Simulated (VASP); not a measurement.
Write the native input for VASP 6.6.1 that does the following.

```yaml
Task: electric field gradients
Functional: PBEsol
Potentials_or_basis: VASP PAW PBE potentials, release 64 (Cd, S)
Cutoff: 520 eV
k_mesh: 7 × 7 × 4
Occupations: fermi-dirac, width 0.01 eV
Spin: no spin polarisation
Dipole_correction: no
Further_INCAR_settings: ALGO = Normal; EDIFF = 1e-08; NBANDS = 26
```

The structure of CdS lies in POSCAR:

```
CdS
1.0
    4.1209703402      0.0000000000      0.0000000000
   -2.0604851701      3.5688650029      0.0000000000
    0.0000000000      0.0000000000      6.7264279250
Cd S
2 2
Direct
    0.3333333333      0.6666666667      0.0000000000
    0.6666666667      0.3333333333      0.5000000000
    0.3333333333      0.6666666667      0.3850000000
    0.6666666667      0.3333333333      0.8850000000
```

The input as run:

INCAR

```
SYSTEM = CdS
  PREC = Accurate
  ENCUT = 520
  EDIFF = 1E-8
  ISMEAR = -1
  SIGMA = 0.01
  LREAL = .FALSE.
  LASPH = .TRUE.
  NELM = 100
  ALGO = Normal
  ISIF = 2
  LWAVE = .FALSE.
  LCHARG = .FALSE.
  GGA = PS
  LEFG = .TRUE.
  NBANDS = 26
```

KPOINTS

```
Automatic mesh
0
G
  7 7 4
  0 0 0
```

Potentials or basis: VASP PAW PBE potentials, release 64 (Cd, S).

Command:

```sh
$ cat potpaw_PBE.64/Cd/POTCAR potpaw_PBE.64/S/POTCAR > POTCAR
$ mpirun -np 1 vasp_std > vasp.out
```

Results of the run:

| Quantity | Value |
| --- | --- |
| Pressure | 0.5 GPa |
| Largest force | 0.265 eV/Å |
| Band gap on the k mesh | 1.11 eV |
| Largest electric field gradient by atom | Cd +35.7; S -6.4 V/Å² |

Caveat: without QUAD_EFG the Cq values of the log hold for a quadrupole moment of 1 mb, not for the nuclei; the PAW data sets were made with another functional, which shifts forces and pressure a little.

Run time: 2.8 min on 1 thread of Intel Xeon 8259CL (shared host), peak memory 0.24 GiB.
